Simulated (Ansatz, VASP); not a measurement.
# NaH in VASP and in Ansatz

INCAR

```
PREC     = Accurate       # precision mode
ENCUT    = 520            # plane-wave cutoff, eV
EDIFF    = 1E-7           # SCF threshold, eV
ISMEAR   = 0              # smearing method
SIGMA    = 0.05           # smearing width, eV
LREAL    = F              # projectors in reciprocal space
LASPH    = T              # aspherical terms in the spheres
NELM     = 80             # most SCF steps
ALGO     = Normal         # electronic algorithm
ISIF     = 2              # what is computed and relaxed
LWAVE    = F              # write WAVECAR
LCHARG   = F              # write CHGCAR
GGA      = PE             # functional
NBANDS   = 11             # bands
```

Contents of KPOINTS:

```
regular mesh
0
Gamma
  8 8 8
```

POSCAR

```
NaH
1.0
    0.0000000000      2.3790000000      2.3180000000
    2.3790000000      0.0000000000      2.3180000000
    2.3790000000      2.3790000000      0.0000000000
Na H
1 1
Direct
    0.0000000000      0.0000000000      0.0000000000
    0.5000000000      0.5000000000      0.5000000000
```

Input for Ansatz:

```yaml
crystal:
  lattice:
    - [0.0, 2.379, 2.318]
    - [2.379, 0.0, 2.318]
    - [2.379, 2.379, 0.0]
  atoms:
    - { symbol: Na, position: [0.0, 0.0, 0.0] }
    - { symbol: H, position: [0.5, 0.5, 0.5] }
basis:
  ecutwfc: 420
kpoints:
  mp_grid: { grid: [8, 8, 8] }
hamiltonian:
  xc: pbe
scf:
  occupations: { method: gaussian, width: 0.05 }
output:
  forces: true
  stress: true
  eigenvalues: true
```

Change from the starting cell: strain -0.025 along x and y, -0.050 along z, atoms carried along.

Alike in both runs: task single point; functional PBE; k mesh 8 × 8 × 8; occupations gaussian, width 0.05 eV; no spin polarisation.

|  | VASP | Ansatz |
| --- | --- | --- |
| version | VASP 6.6.1 | Ansatz 0.2.0 |
| potentials or method | VASP PAW PBE potentials, release 64 (Na_pv, H), cutoff 520 eV | scalar-relativistic, plane waves, PAW |
| valence electrons in the cell | 8 | 10 |

|  | VASP | Ansatz | Ansatz less VASP |
| --- | --- | --- | --- |
| gap on the k mesh at the Fermi level (eV) | 3.88 | 3.88 | +0.003 |
| least direct gap on the mesh (eV) | 4.78 | 4.78 | +0.006 |
| pressure (GPa) | 1.9 | 2.0 | +0.03 |
| traceless stress, the component that is largest in VASP (GPa) | 0.77 | 0.76 | -0.008 |

With one functional, cell and mesh, what is left measures potentials, basis and numerics. VASP's potentials hold 8 valence electrons a cell and Ansatz's 10, so a difference there can come from the potentials and not from the codes.
